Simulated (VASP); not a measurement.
SnSe, 2 atoms in the cell. The structure is cubic, space group Fm-3m (No. 225). Conventional cell: a = 6.020 Å, b = 6.020 Å, c = 6.020 Å, α = 90.00°, β = 90.00°, γ = 90.00°. Within 4.0 Å of Sn (site symmetry m-3m) lie 6 Se at 3.01 Å. Within 4.0 Å of Se (site symmetry m-3m) lie 6 Sn at 3.01 Å. 

```yaml
Program: VASP 6.6.1
Task: relaxation of volume and atoms at fixed shape
Functional: PBEsol
Potentials_or_basis: VASP PAW PBE potentials, release 64 (Sn_d, Se)
Cutoff: 500 eV
k_mesh: 6 × 6 × 6
Occupations: gaussian, width 0.01 eV
Spin: no spin polarisation
Dipole_correction: no
Further_INCAR_settings: ALGO = Normal; EDIFF = 1e-07; IBRION = 2; EDIFFG = -0.005; NSW = 80; ISIF = 8
```

Potentials or basis: VASP PAW PBE potentials, release 64 (Sn_d, Se).

Command:

```sh
$ cat potpaw_PBE.64/Sn_d/POTCAR potpaw_PBE.64/Se/POTCAR > POTCAR
$ mpirun -np 1 vasp_std > vasp.out
```

Hardware: 1 thread of Intel(R) Xeon(R) Platinum 8559C (Emerald Rapids), with other jobs on the host.

Q: How long does it take, and how much memory?

A: Wall time 18 s on 1 thread of Intel(R) Xeon(R) Platinum 8559C (Emerald Rapids), on a shared host, peak memory 0.18 GiB. Counts: scf iterations 31, k points 16, ion steps 3.
